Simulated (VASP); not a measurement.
# Si in VASP: further runs, part 2 of 2

VASP 6.6.1. Earlier steps stand in the parts before.

## Step 3: Single point, PBE+D3(BJ) (atom 1 (Si) moved by (-0.300, -0.300) A along x and y)

The input, INCAR:

```
ALGO = Normal
EDIFF = 1E-6
ENCUT = 520
GGA = PE
ISIF = 2
ISMEAR = 0
IVDW = 12
LASPH = T
LCHARG = F
LREAL = F
LWAVE = F
NBANDS = 11
NELM = 80
PREC = Accurate
SIGMA = 0.15
```

The input, KPOINTS:

```
k-points
0
Gamma
  21 21 10
```

The input, POSCAR:

```
Si
1.0
    2.6655775094      0.0000000000      0.0000000000
   -1.3327887547      2.3084578389      0.0000000000
    0.0000000000      0.0000000000      4.5062692700
Si
2
Direct
    0.1558089210      0.5367097773      0.2500000000
    0.6666666667      0.3333333333      0.7500000000
```

Potentials or basis: VASP PAW PBE potentials, release 64 (Si).

The run is started by

```bash
cat potpaw_PBE.64/Si/POTCAR > POTCAR
mpirun -np 1 vasp_std > vasp.out
```

OUTCAR:

```text
EDIFF = 1E-6
   ENCUT = 520
   GGA = PE
   ISIF = 2
   ISMEAR = 0
   IVDW = 12
   LASPH = T
   LREAL = F
   NELM = 80
   PREC = Accurate
 IVDW          = 12

 ion  position               nearest neighbor table
   1  0.156  0.537  0.250-   2 2.52   2 2.52   2 2.82   2 2.82   2 2.92   2 2.92
   2  0.667  0.333  0.750-   1 2.52   1 2.52   1 2.82   1 2.82   1 2.92   1 2.92

  LATTYP: Found a hexagonal cell.
 ALAT       =     2.6655775094
 C/A-ratio  =     1.6905414508

  Lattice vectors:

 A1 = (   2.6655775094,   0.0000000000,   0.0000000000)
 A2 = (  -1.3327887547,   2.3084578389,   0.0000000000)
 A3 = (   0.0000000000,   0.0000000000,   4.5062692700)

Analysis of symmetry for initial positions (statically):
=====================================================================
 Subroutine PRICEL returns:
 Original cell was already a primitive cell.

 Routine SETGRP: Setting up the symmetry group for a
 hexagonal supercell.

 Subroutine GETGRP returns: Found  4 space group operations
 (whereof  1 operations were pure point group operations)
 out of a pool of 24 trial point group operations.

The static configuration has the point symmetry C_1 .
 The point group associated with its full space group is C_2h.

Analysis of symmetry for dynamics (positions and initial velocities):
=====================================================================
 Subroutine PRICEL returns:
 Original cell was already a primitive cell.

 Routine SETGRP: Setting up the symmetry group for a
 hexagonal supercell.

 Subroutine GETGRP returns: Found  4 space group operations
 (whereof  1 operations were pure point group operations)
 out of a pool of 24 trial point group operations.

The dynamic configuration has the point symmetry C_1 .
 The point group associated with its full space group is C_2h.

 Subroutine INISYM returns: Found  4 space group operations
 (whereof  1 operations are pure point group operations),
 and found     1 'primitive' translations

----------------------------------------------------------------------------------------

                                     Primitive cell

  volume of cell :      27.7288

  direct lattice vectors                    reciprocal lattice vectors
     2.665577509  0.000000000  0.000000000     0.375153225  0.216594816  0.000000000
    -1.332788755  2.308457839  0.000000000     0.000000000  0.433189631  0.000000000
     0.000000000  0.000000000  4.506269270     0.000000000  0.000000000  0.221913059

  length of vectors
     2.665577509  2.665577509  4.506269270     0.433189631  0.433189631  0.221913059

  position of ions in fractional coordinates (direct lattice)
     0.155808921  0.536709777  0.250000000
     0.666666667  0.333333333  0.750000000

  ion indices of the primitive-cell ions
   primitive index   ion index
                 1           1
                 2           2

----------------------------------------------------------------------------------------

 KPOINTS: k-points

Automatic generation of k-mesh.
 Grid dimensions read from file:
[... 25 lines left out ...]
 -0.047619  0.047619  0.000000      2.000000
  0.095238  0.000000  0.000000      2.000000
  0.000000  0.095238  0.000000      2.000000
[... 16 lines left out ...]
  0.380952  0.000000  0.000000      2.000000
  0.000000  0.380952  0.000000      2.000000
 [... further k-points ...]
   k-points           NKPTS =   1326   k-points in BZ     NKDIM =   1326   number of bands    NBANDS=     11
   number of dos      NEDOS =    301   number of ions     NIONS =      2
   total plane-waves  NPLWV =  14400
   dimension x,y,z NGX =    20 NGY =   20 NGZ =   36
   dimension x,y,z NGXF=    40 NGYF=   40 NGZF=   72
   ions per type =               2
   NGX,Y,Z   is equivalent  to a cutoff of  12.47, 12.47, 13.28 a.u.
   NGXF,Y,Z  is equivalent  to a cutoff of  24.95, 24.95, 26.56 a.u.
 SYSTEM =  unknown system
   PREC   = accura    normal or accurate (medium, high low for compatibility)
   ISTART =      0    job   : 0-new  1-cont  2-samecut
   ICHARG =      2    charge: 1-file 2-atom 10-const
   ISPIN  =      1    spin polarized calculation?
   LNONCOLLINEAR =      F non collinear calculations
   LSORBIT =      F    spin-orbit coupling
   LASPH  =      T    aspherical Exc in radial PAW
   ENCUT  =  520.0 eV  38.22 Ry    6.18 a.u.   4.96  4.96  8.38*2*pi/ulx,y,z
   NELM   =     80;   NELMIN=  2; NELMDL= -5     # of ELM steps
   EDIFF  = 0.1E-05   stopping-criterion for ELM
   LREAL  =      F    real-space projection
   EDIFFG = 0.1E-04   stopping-criterion for IOM
   NSW    =      0    number of steps for IOM
   IBRION =     -1    ionic relax: 0-MD 1-quasi-New 2-CG
   NFREE  =      0    steps in history (QN), initial steepest desc. (CG)
   ISIF   =      2    stress and relaxation
   ISYM   =      2    0-nonsym 1-usesym 2-fastsym
   POTIM  = 0.5000    time-step for ionic-motion
   TEBEG  =    0.0;   TEEND  =   0.0 temperature during run
   PSTRESS=    0.0 pullay stress
   NELECT =       8.0000    total number of electrons
   NUPDOWN=      -1.0000    fix difference up-down
   EMIN   =  10.00;   EMAX   =-10.00  energy-range for DOS
   EFERMI =   0.00;   METHOD = LEGACY
   ISMEAR =     0;   SIGMA  =   0.15  broadening in eV -4-tet -1-fermi 0-gaus
   EFERMI_NEDOS =   21; number of points for ismear=-14 and -15
   IALGO  =     38    algorithm
   IMIX   =      4    mixing-type and parameters
     AMIX     =   0.40;   BMIX     =  1.00
     AMIX_MAG =   1.60;   BMIX_MAG =  1.00
  volume/ion in A,a.u.               =      13.86        93.56
  Fermi-wavevector in a.u.,A,eV,Ry     =   1.081753  2.044216 15.921389  1.170189
  Thomas-Fermi vector in A             =   2.217777
   LORBIT       =      0    0 simple, 1 ext, 2 COOP (PROOUT), +10 PAW based schemes
   GGA     = PE    functional components
   LHFCALC =     F    Hartree Fock is set to
   AEXX    =    0.0000 exact exchange contribution
   IVDW    =    12    specifies the selected vdW correction
   LEPSILON=     F    determine dielectric tensor
   LRPA    =     F    only Hartree local field effects (RPA)
 non-spin polarized calculation
 Gauss-broadening in eV      SIGMA  =   0.15
  energy-cutoff  :      520.00
  volume of cell :       27.73
 maximum number of plane-waves:       771
   NGX =  9   NGY =  9   NGZ = 17

 number of electron       8.0000001 magnetization

 Free energy of the ion-electron system (eV)
  ---------------------------------------------------
  ext. energy  EPLUGINS =         0.00000000
  ---------------------------------------------------
  free energy    TOTEN  =        -9.87820345 eV

  energy without entropy =       -9.86913078  energy(sigma->0) =       -9.87366711

 E-fermi :  10.6871     XC(G=0): -11.3569

 val. band max:       10.6862598302   @ k =   0.1429   0.3333  -0.1000
 cond. band min:      10.6877171781   @ k =   0.3333   0.1429   0.1000
 fundamental gap:      0.0014573478
 Fermi energy:        10.6870641718

 k-point     1 :       0.0000    0.0000    0.0000
  band No.  band energies     occupation
      1      -4.1260      2.00000
      2       2.5038      2.00000
      3       3.3235      2.00000
      4      19.2865      0.00000
      5      20.4188      0.00000
      6      20.4436      0.00000
      7      21.7397      0.00000
      8      21.9112      0.00000
      9      21.9122      0.00000
     10      22.2422      0.00000
     11      24.9482      0.00000
[... 309 lines left out ...]
 k-point    24 :       0.0000    0.3810    0.0000
  band No.  band energies     occupation
      1      -0.2293      2.00000
      2       6.0363      2.00000
      3       6.4210      2.00000
      4       6.8929      2.00000
      5      12.4312      0.00000
      6      13.6934      0.00000
      7      14.9435      0.00000
      8      16.6417      0.00000
      9      20.6997      0.00000
     10      22.6417      0.00000
     11      22.7409      0.00000

 [... further k-points ...]

------------------------ aborting loop because EDIFF is reached ----------------------------------------

 Edisp (eV)   -0.89607

 E8    (eV) :    -0.3664

  FORCE on cell =-STRESS in cart. coord.  units (eV):
  Direction    XX          YY          ZZ          XY          YZ          ZX
  --------------------------------------------------------------------------------------
  -------------------------------------------------------------------------------------
  Total      -0.32416    -0.27812     0.29140    -0.00622     0.00000     0.00000
  in kB     -18.73016   -16.06973    16.83709    -0.35916     0.00000     0.00000
  external pressure =       -5.99 kB  Pullay stress =        0.00 kB

 VOLUME and BASIS-vectors are now :
 -----------------------------------------------------------------------------
  energy-cutoff  :      520.00
  volume of cell :       27.73
      direct lattice vectors                 reciprocal lattice vectors
     2.665577509  0.000000000  0.000000000     0.375153225  0.216594816  0.000000000
    -1.332788755  2.308457839  0.000000000     0.000000000  0.433189631  0.000000000
     0.000000000  0.000000000  4.506269270     0.000000000  0.000000000  0.221913059

 POSITION                                       TOTAL-FORCE (eV/Angst)
 -----------------------------------------------------------------------------------
     -0.30000      1.23897      1.12657        -0.207229     -0.100535      0.000000
      1.33279      0.76949      3.37970         0.207229      0.100535     -0.000000
 -----------------------------------------------------------------------------------
    total drift:                                0.000000      0.000000     -0.000000

  FREE ENERGIE OF THE ION-ELECTRON SYSTEM (eV)
  ---------------------------------------------------
  free  energy   TOTEN  =       -10.7742761125 eV

  energy  without entropy=      -10.7652034400  energy(sigma->0) =      -10.76973978
```

OSZICAR:

```text
N       E                     dE             d eps       ncg     rms          rms(c)
DAV:   1     0.574949799787E+01    0.57495E+01   -0.34802E+03 29204   0.616E+02
DAV:   2    -0.950863912985E+01   -0.15258E+02   -0.14629E+02 37830   0.850E+01
DAV:   3    -0.991832743007E+01   -0.40969E+00   -0.40580E+00 38254   0.113E+01
DAV:   4    -0.991973262634E+01   -0.14052E-02   -0.14049E-02 34828   0.825E-01
DAV:   5    -0.991973766553E+01   -0.50392E-05   -0.50383E-05 36626   0.459E-02    0.421E+00
DAV:   6    -0.989313130521E+01    0.26606E-01   -0.86576E-03 33964   0.429E-01    0.235E+00
DAV:   7    -0.987831809466E+01    0.14813E-01   -0.15936E-02 33577   0.587E-01    0.167E-01
DAV:   8    -0.987820791758E+01    0.11018E-03   -0.33418E-04 36869   0.115E-01    0.243E-02
DAV:   9    -0.987820488588E+01    0.30317E-05   -0.10474E-05 35230   0.197E-02    0.881E-03
DAV:  10    -0.987820355332E+01    0.13326E-05   -0.16599E-06 28408   0.604E-03    0.107E-03
DAV:  11    -0.987820344886E+01    0.10446E-06   -0.12547E-07 19284   0.232E-03
   1 F= -.10774276E+02 E0= -.10769740E+02  d E =-.907267E-02
```

stdout:

```text
POSCAR found type information on POSCAR Si
 POSCAR found :  1 types and       2 ions
 scaLAPACK will be used
 LDA part: xc-table for (Slater+PW92), standard interpolation
 POSCAR, INCAR and KPOINTS ok, starting setup
 FFT: planning ... GRIDC
 FFT: planning ... GRID_SOFT
 FFT: planning ... GRID
 WAVECAR not read
 entering main loop
```

Run time: 2.8 min. Hardware: 1 thread of AMD EPYC 9R45 (Zen 5), shared host; peak memory 0.38 GiB.

Results:

```
Free energy                : -10.7743 eV
Pressure                   : -0.6 GPa
Largest force              : 0.230 eV/Å
Band gap on the k mesh     : zero (bands 4 and 5 overlap by 12.29 eV)
Dispersion energy per atom : -0.448 eV
```

Forces in eV/Å, atoms in the order of the input:
```
Si  -0.207 -0.101  0.000
Si   0.207  0.101  0.000
```

Levels at points of the mesh, in eV from the Fermi level:
```tsv
k point	band 2	band 3	band 4	band 5	band 6	band 7
(0.00, 0.00, 0.00)	-8.18	-7.36	8.60	9.73	9.76	11.05
(0.00, 0.00, 0.50)	-13.04	0.64	0.64	10.26	10.26	10.80
```

Caveat: the cell differs from its parent crystal (atom 1 (Si) moved by (-0.300, -0.300) A along x and y).
